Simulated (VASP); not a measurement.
# Y (Pm-3m) in VASP: a series of runs

The runs below take Y through single point, with r2SCAN.

All numbers are computed with VASP 6.6.1; they aren't measurements. Logs are shortened: lines on timing, memory, paths and dates and some standing lists are left out, and cuts for length are marked.

## Step 1: The cell of the first run

The structure is cubic, space group Pm-3m (No. 221). Conventional cell: a = 3.291 Å, b = 3.291 Å, c = 3.291 Å, α = 90.00°, β = 90.00°, γ = 90.00°. Y (site symmetry m-3m) has 6 Y at 3.29 Å within 4.3 Å.

## Step 2: Single point, r2SCAN, collinear spin, ferromagnetic start

Input file POSCAR:

```
Y
1.0
    3.2912715962      0.0000000000      0.0000000000
    0.0000000000      3.2912715962      0.0000000000
    0.0000000000      0.0000000000      3.2912715962
Y
1
Direct
    0.0000000000      0.0000000000      0.0000000000
```

Input file INCAR.step1:

```
PREC     = Accurate       # precision mode
ENCUT    = 520            # plane-wave cutoff, eV
ISMEAR   = -1             # smearing method
SIGMA    = 0.05           # smearing width, eV
LREAL    = False          # projectors in reciprocal space
LASPH    = True           # aspherical terms in the spheres
NELM     = 150            # most SCF steps
ISPIN    = 2              # spin polarisation
MAGMOM   = 0.594          # initial moments
LMAXMIX  = 4              # l up to which the mixer works
NBANDS   = 16             # bands
GGA      = PE             # functional
ALGO     = Normal         # electronic algorithm
EDIFF    = 1E-4           # SCF threshold, eV
LWAVE    = True           # write WAVECAR
LCHARG   = False          # write CHGCAR
```

Input file INCAR.step2:

```
PREC     = Accurate       # precision mode
ENCUT    = 520            # plane-wave cutoff, eV
EDIFF    = 1E-7           # SCF threshold, eV
ISMEAR   = -1             # smearing method
SIGMA    = 0.05           # smearing width, eV
LREAL    = False          # projectors in reciprocal space
LASPH    = True           # aspherical terms in the spheres
NELM     = 150            # most SCF steps
ALGO     = Normal         # electronic algorithm
ISIF     = 2              # what is computed and relaxed
LWAVE    = False          # write WAVECAR
LCHARG   = True           # write CHGCAR
ISPIN    = 2              # spin polarisation
MAGMOM   = 0.594          # initial moments
LORBIT   = 11             # projections on sites
LMAXMIX  = 4              # l up to which the mixer works
METAGGA  = R2SCAN         # meta-GGA
LMIXTAU  = True         
LELF     = True           # ELF
LVHAR    = True         
NBANDS   = 16             # bands
ISTART   = 1
```

Input file KPOINTS:

```
regular mesh
0
Gamma
  11 11 11
```

Potentials or basis: VASP PAW PBE potentials, release 64 (Y_sv).

The run is started by

```
> cat potpaw_PBE.64/Y_sv/POTCAR > POTCAR
> cp INCAR.step1 INCAR
> mpirun -np 1 vasp_std > vasp.out
> cp INCAR.step2 INCAR
> mpirun -np 1 vasp_std > vasp.out
```

OUTCAR:

```text
PREC = Accurate
   ENCUT = 520
   EDIFF = 1E-7
   ISMEAR = -1
   LREAL = False
   LASPH = True
   NELM = 150
   ISIF = 2
   ISPIN = 2
   LORBIT = 11
   METAGGA = R2SCAN
   ISTART = 1

 ion  position               nearest neighbor table
   1  0.000  0.000  0.000-

  LATTYP: Found a simple cubic cell.
 ALAT       =     3.2912715962

  Lattice vectors:

 A1 = (   3.2912715962,   0.0000000000,   0.0000000000)
 A2 = (   0.0000000000,   3.2912715962,   0.0000000000)
 A3 = (   0.0000000000,   0.0000000000,   3.2912715962)

Analysis of symmetry for initial positions (statically):
=====================================================================
 Subroutine PRICEL returns:
 Original cell was already a primitive cell.

 Routine SETGRP: Setting up the symmetry group for a
 simple cubic supercell.

 Subroutine GETGRP returns: Found 48 space group operations
 (whereof 48 operations were pure point group operations)
 out of a pool of 48 trial point group operations.

The static configuration has the point symmetry O_h .

Analysis of symmetry for dynamics (positions and initial velocities):
=====================================================================
 Subroutine PRICEL returns:
 Original cell was already a primitive cell.

 Routine SETGRP: Setting up the symmetry group for a
 simple cubic supercell.

 Subroutine GETGRP returns: Found 48 space group operations
 (whereof 48 operations were pure point group operations)
 out of a pool of 48 trial point group operations.

The dynamic configuration has the point symmetry O_h .

Analysis of structural, dynamic, and magnetic symmetry:
=====================================================================
 Subroutine PRICEL returns:
 Original cell was already a primitive cell.

 Routine SETGRP: Setting up the symmetry group for a
 simple cubic supercell.

 Subroutine GETGRP returns: Found 48 space group operations
 (whereof 48 operations were pure point group operations)
 out of a pool of 48 trial point group operations.

The overall configuration has the point symmetry O_h .

 Subroutine INISYM returns: Found 48 space group operations
 (whereof 48 operations are pure point group operations),
 and found     1 'primitive' translations

----------------------------------------------------------------------------------------

                                     Primitive cell

  volume of cell :      35.6526

  direct lattice vectors                    reciprocal lattice vectors
     3.291271596  0.000000000  0.000000000     0.303833935  0.000000000  0.000000000
     0.000000000  3.291271596  0.000000000     0.000000000  0.303833935  0.000000000
     0.000000000  0.000000000  3.291271596     0.000000000  0.000000000  0.303833935

  length of vectors
     3.291271596  3.291271596  3.291271596     0.303833935  0.303833935  0.303833935

  position of ions in fractional coordinates (direct lattice)
     0.000000000  0.000000000  0.000000000

  ion indices of the primitive-cell ions
   primitive index   ion index
                 1           1

----------------------------------------------------------------------------------------

 KPOINTS: regular mesh

Automatic generation of k-mesh.
 Grid dimensions read from file:
 generate k-points for:   11   11   11

 Generating k-lattice:

  Cartesian coordinates                     Fractional coordinates (reciprocal lattice)
     0.027621267  0.000000000  0.000000000     0.090909091  0.000000000  0.000000000
     0.000000000  0.027621267  0.000000000     0.000000000  0.090909091  0.000000000
     0.000000000  0.000000000  0.027621267     0.000000000  0.000000000  0.090909091

  Length of vectors
     0.027621267  0.027621267  0.027621267

  Shift w.r.t. Gamma in fractional coordinates (k-lattice)
     0.000000000  0.000000000  0.000000000

 Subroutine IBZKPT returns following result:
 ===========================================

 Found     56 irreducible k-points:

 Following reciprocal coordinates:
            Coordinates               Weight
  0.000000  0.000000  0.000000      1.000000
  0.090909  0.000000  0.000000      6.000000
  0.181818  0.000000  0.000000      6.000000
  0.272727  0.000000  0.000000      6.000000
  0.363636  0.000000  0.000000      6.000000
  0.454545  0.000000  0.000000      6.000000
[... 16 lines left out ...]
  0.181818  0.090909  0.090909     24.000000
  0.272727  0.090909  0.090909     24.000000
 [... further k-points ...]
   k-points           NKPTS =     56   k-points in BZ     NKDIM =     56   number of bands    NBANDS=     16
   number of dos      NEDOS =    301   number of ions     NIONS =      1
   total plane-waves  NPLWV =  13824
   dimension x,y,z NGX =    24 NGY =   24 NGZ =   24
   dimension x,y,z NGXF=    48 NGYF=   48 NGZF=   48
   ions per type =               1
   NGX,Y,Z   is equivalent  to a cutoff of  12.12, 12.12, 12.12 a.u.
   NGXF,Y,Z  is equivalent  to a cutoff of  24.25, 24.25, 24.25 a.u.
 SYSTEM =  unknown system
   PREC   = accura    normal or accurate (medium, high low for compatibility)
   ISTART =      1    job   : 0-new  1-cont  2-samecut
   ICHARG =      0    charge: 1-file 2-atom 10-const
   ISPIN  =      2    spin polarized calculation?
   LNONCOLLINEAR =      F non collinear calculations
   LSORBIT =      F    spin-orbit coupling
   LASPH  =      T    aspherical Exc in radial PAW
   ENCUT  =  520.0 eV  38.22 Ry    6.18 a.u.   6.12  6.12  6.12*2*pi/ulx,y,z
   NELM   =    150;   NELMIN=  2; NELMDL=  0     # of ELM steps
   EDIFF  = 0.1E-06   stopping-criterion for ELM
   LREAL  =      F    real-space projection
   EDIFFG = 0.1E-05   stopping-criterion for IOM
   NSW    =      0    number of steps for IOM
   IBRION =     -1    ionic relax: 0-MD 1-quasi-New 2-CG
   NFREE  =      0    steps in history (QN), initial steepest desc. (CG)
   ISIF   =      2    stress and relaxation
   ISYM   =      2    0-nonsym 1-usesym 2-fastsym
   POTIM  = 0.5000    time-step for ionic-motion
   TEBEG  =    0.0;   TEEND  =   0.0 temperature during run
   PSTRESS=    0.0 pullay stress
   NELECT =      11.0000    total number of electrons
   NUPDOWN=      -1.0000    fix difference up-down
   EMIN   =  10.00;   EMAX   =-10.00  energy-range for DOS
   EFERMI =   0.00;   METHOD = LEGACY
   ISMEAR =    -1;   SIGMA  =   0.05  broadening in eV -4-tet -1-fermi 0-gaus
   EFERMI_NEDOS =   21; number of points for ismear=-14 and -15
   IALGO  =     38    algorithm
   IMIX   =      4    mixing-type and parameters
     AMIX     =   0.40;   BMIX     =  1.00
     AMIX_MAG =   1.60;   BMIX_MAG =  1.00
  volume/ion in A,a.u.               =      35.65       240.60
  Fermi-wavevector in a.u.,A,eV,Ry     =   1.106221  2.090455 16.649796  1.223725
  Thomas-Fermi vector in A             =   2.242719
   LORBIT       =     11    0 simple, 1 ext, 2 COOP (PROOUT), +10 PAW based schemes
   METAGGA = R2SCAN    functional components
   LHFCALC =     F    Hartree Fock is set to
   AEXX    =    0.0000 exact exchange contribution
   IVDW    =     0    specifies the selected vdW correction
   LEPSILON=     F    determine dielectric tensor
   LRPA    =     F    only Hartree local field effects (RPA)
 spin polarized calculation
  energy-cutoff  :      520.00
  volume of cell :       35.65
 maximum number of plane-waves:       977
   NGX = 13   NGY = 13   NGZ = 13

 number of electron      10.9999999 magnetization       0.9295369

 Free energy of the ion-electron system (eV)
  ---------------------------------------------------
  ext. energy  EPLUGINS =         0.00000000
  ---------------------------------------------------
  free energy    TOTEN  =       -19.50807231 eV

  energy without entropy =      -19.49984991  energy(sigma->0) =      -19.50396111

 E-fermi :   2.6242     XC(G=0):  -9.6488

 val. band max:        2.6212426421   @ k =   0.4545   0.3636   0.3636
 cond. band min:       2.6476448168   @ k =   0.4545   0.0909   0.0909
 fundamental gap:      0.0264021747
 Fermi energy:         2.6241719824

 spin component 1

 k-point     1 :       0.0000    0.0000    0.0000
  band No.  band energies     occupation
      1     -42.0258      1.00000
      2     -21.0441      1.00000
      3     -21.0441      1.00000
      4     -21.0441      1.00000
      5      -2.3226      1.00000
      6       1.4034      1.00000
[... 8 lines left out ...]
     15      18.7727      0.00000
     16      18.7728      0.00000

 k-point     2 :       0.0909    0.0000    0.0000
  band No.  band energies     occupation
      1     -42.0201      1.00000
      2     -21.1066      1.00000
      3     -21.0392      1.00000
      4     -21.0392      1.00000
      5      -2.1585      1.00000
      6       1.4530      1.00000
[... 8 lines left out ...]
     15      17.5935      0.00000
     16      19.3675      0.00000
[... 387 lines left out ...]
      5      -1.3825      1.00000
      6       1.8392      1.00000
[... 8 lines left out ...]
     15      18.7787      0.00000
     16      20.3494      0.00000

 k-point    24 :       0.2727    0.0909    0.0909
  band No.  band energies     occupation
      1     -41.9739      1.00000
      2     -21.4665      1.00000
      3     -21.0673      1.00000
      4     -21.0614      1.00000
      5      -0.7414      1.00000
      6       2.0379      0.99999
[... 8 lines left out ...]
     15      19.3812      0.00000
     16      20.2360      0.00000

 [... further k-points ...]

 spin component 2

 k-point     1 :       0.0000    0.0000    0.0000
  band No.  band energies     occupation
      1     -41.6670      1.00000
      2     -20.6617      1.00000
      3     -20.6617      1.00000
      4     -20.6617      1.00000
      5      -1.6356      1.00000
      6       3.0735      0.00013
[... 8 lines left out ...]
     15      19.4981      0.00000
     16      19.4981      0.00000

 k-point     2 :       0.0909    0.0000    0.0000
  band No.  band energies     occupation
      1     -41.6623      1.00000
      2     -20.7138      1.00000
      3     -20.6570      1.00000
      4     -20.6570      1.00000
      5      -1.4731      1.00000
      6       3.1272      0.00004
[... 8 lines left out ...]
     15      18.5208      0.00000
     16      20.1198      0.00000
[... 387 lines left out ...]
      5      -0.7089      1.00000
      6       3.4815      0.00000
[... 8 lines left out ...]
     15      19.5882      0.00000
     16      21.2963      0.00000

 k-point    24 :       0.2727    0.0909    0.0909
  band No.  band energies     occupation
      1     -41.6236      1.00000
      2     -21.0138      1.00000
      3     -20.6763      1.00000
      4     -20.6704      1.00000
      5      -0.0373      1.00000
      6       3.6964      0.00000
[... 8 lines left out ...]
     15      20.2988      0.00000
     16      21.0234      0.00000

 [... further k-points ...]

------------------------ aborting loop because EDIFF is reached ----------------------------------------

  FORCE on cell =-STRESS in cart. coord.  units (eV):
  Direction    XX          YY          ZZ          XY          YZ          ZX
  --------------------------------------------------------------------------------------
  -------------------------------------------------------------------------------------
  Total       -0.0255943     -0.0255943     -0.0255943     -0.0000000     -0.0000000      0.0000000
  in kB       -1.1501707     -1.1501707     -1.1501707     -0.0000000     -0.0000000      0.0000000
  external PRESSURE =      -1.1501707 kB  Pullay stress =       0.0000000 kB

 VOLUME and BASIS-vectors are now :
 -----------------------------------------------------------------------------
  energy-cutoff  :      520.00
  volume of cell :       35.65
      direct lattice vectors                 reciprocal lattice vectors
     3.291271596  0.000000000  0.000000000     0.303833935  0.000000000  0.000000000
     0.000000000  3.291271596  0.000000000     0.000000000  0.303833935  0.000000000
     0.000000000  0.000000000  3.291271596     0.000000000  0.000000000  0.303833935

 POSITION                                       TOTAL-FORCE (eV/Angst)
 -----------------------------------------------------------------------------------
      0.00000      0.00000      0.00000         0.000000      0.000000      0.000000
 -----------------------------------------------------------------------------------
    total drift:                                0.000000      0.000000      0.000000

  FREE ENERGIE OF THE ION-ELECTRON SYSTEM (eV)
  ---------------------------------------------------
  free  energy   TOTEN  =       -19.5080723140 eV

  energy  without entropy=      -19.4998499092  energy(sigma->0) =      -19.50396111

 total charge

# of ion       s       p       d       f       tot
--------------------------------------------------
    1        2.255   6.191   0.998   0.007   9.451

 magnetization (x)

# of ion       s       p       d       f       tot
--------------------------------------------------
    1        0.065   0.079   0.526   0.003   0.672
```

Run time: 1.9 min. Hardware: 1 thread of Intel Xeon Platinum 8259CL at 2.50GHz (Skylake/Cascade Lake), shared host; peak memory 0.19 GiB.

Results:

* Free energy: -19.5081 eV
* Pressure: -0.1 GPa
* Net moment: 0.93 μB per cell
* Site moments: Y +0.67 μB
* Valence electrons inside the program's atomic spheres: Y 9.45

Caveat: the PAW data sets were made with another functional, which shifts forces and pressure a little.

## Step 3: Single point, r2SCAN, collinear spin, ferromagnetic start (volume scaled by 1.04)

Input file POSCAR:

```
Y
1.0
    3.3345827682      0.0000000000      0.0000000000
    0.0000000000      3.3345827682      0.0000000000
    0.0000000000      0.0000000000      3.3345827682
Y
1
Direct
    0.0000000000      0.0000000000      0.0000000000
```

Input file INCAR.step1:

```
SYSTEM = Y
ALGO = Normal ; EDIFF = 1E-4
ENCUT = 520 ; GGA = PE
ISMEAR = -1 ; ISPIN = 2
LASPH = .TRUE. ; LCHARG = .FALSE.
LMAXMIX = 4 ; LREAL = .FALSE.
LWAVE = .TRUE. ; MAGMOM = 0.594
NBANDS = 16 ; NELM = 150
PREC = Accurate ; SIGMA = 0.05
```

Input file INCAR.step2:

```
SYSTEM = Y
ALGO = Normal ; EDIFF = 1E-7
ENCUT = 520 ; ISIF = 2
ISMEAR = -1 ; ISPIN = 2
ISTART = 1 ; LASPH = .TRUE.
LCHARG = .TRUE. ; LELF = .TRUE.
LMAXMIX = 4 ; LMIXTAU = .TRUE.
LORBIT = 11 ; LREAL = .FALSE.
LVHAR = .TRUE. ; LWAVE = .FALSE.
MAGMOM = 0.594 ; METAGGA = R2SCAN
NBANDS = 16 ; NELM = 150
PREC = Accurate ; SIGMA = 0.05
```

Input file KPOINTS:

```
k-points
0
G
  11 11 11
  0 0 0
```

Potentials or basis: VASP PAW PBE potentials, release 64 (Y_sv).

The run is started by

```
> cat potpaw_PBE.64/Y_sv/POTCAR > POTCAR
> cp INCAR.step1 INCAR
> mpirun -np 1 vasp_std > vasp.out
> cp INCAR.step2 INCAR
> mpirun -np 1 vasp_std > vasp.out
```

Wall time 4.6 min (1 thread of Intel Xeon Platinum 8259CL at 2.50GHz (Skylake/Cascade Lake), shared host); peak memory 0.23 GiB.

It converged, with:

| Quantity | Value |
| --- | --- |
| Free energy | -19.5026 eV |
| Pressure | -1.1 GPa |
| Net moment | 0.93 μB per cell |
| Site moments | Y +0.66 μB |
| Valence electrons inside the program's atomic spheres | Y 9.41 |

Levels at points of the mesh, in eV from the Fermi level:
Spin up:
```tsv
k point	band 2	band 3	band 4	band 5	band 6	band 7	band 8	band 9	band 10	band 11
(0.00, 0.00, 0.00)	-23.75	-23.75	-23.75	-4.87	-1.16	-1.16	5.25	5.25	5.25	10.11
```
Spin down:
```
           k point  band 1  band 2  band 3  band 4  band 5  band 6  band 7  band 8  band 9  band 10
(0.00, 0.00, 0.00)  -44.35  -23.37  -23.37  -23.37   -4.19    0.51    0.51    5.51    5.51     5.51
```

Caveat: the PAW data sets were made with another functional, which shifts forces and pressure a little.
